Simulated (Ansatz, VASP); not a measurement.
# Si2Mo: VASP beside Ansatz

```
CELL_PARAMETERS angstrom
-1.62106 1.62106 3.98222
1.62106 -1.62106 3.98222
1.62106 1.62106 -3.98222
ATOMIC_POSITIONS crystal
Si 0.33300 0.33300 0.00000
Si 0.66700 0.66700 0.00000
Mo 0.00000 0.00000 0.00000
```

Alike in both runs: task single point; functional PBE; k mesh 13 × 13 × 13; occupations fermi-dirac, width 0.15 eV; no spin polarisation.

|  | VASP | Ansatz |
| --- | --- | --- |
| version | VASP 6.6.1 | Ansatz 0.2.0 |
| potentials or method | VASP PAW PBE potentials, release 64 (Si, Mo_sv), cutoff 520 eV | plane waves, PAW |
| valence electrons in the cell | 22 | 22 |

Ansatz gave:

- pressure (GPa): -5.5
- traceless stress, the component that is largest in VASP (GPa): -1.18

**Question.** Which values does VASP return?

**Answer.** Pressure (GPa): -5.3; traceless stress, the component that is largest in VASP (GPa): -1.18.
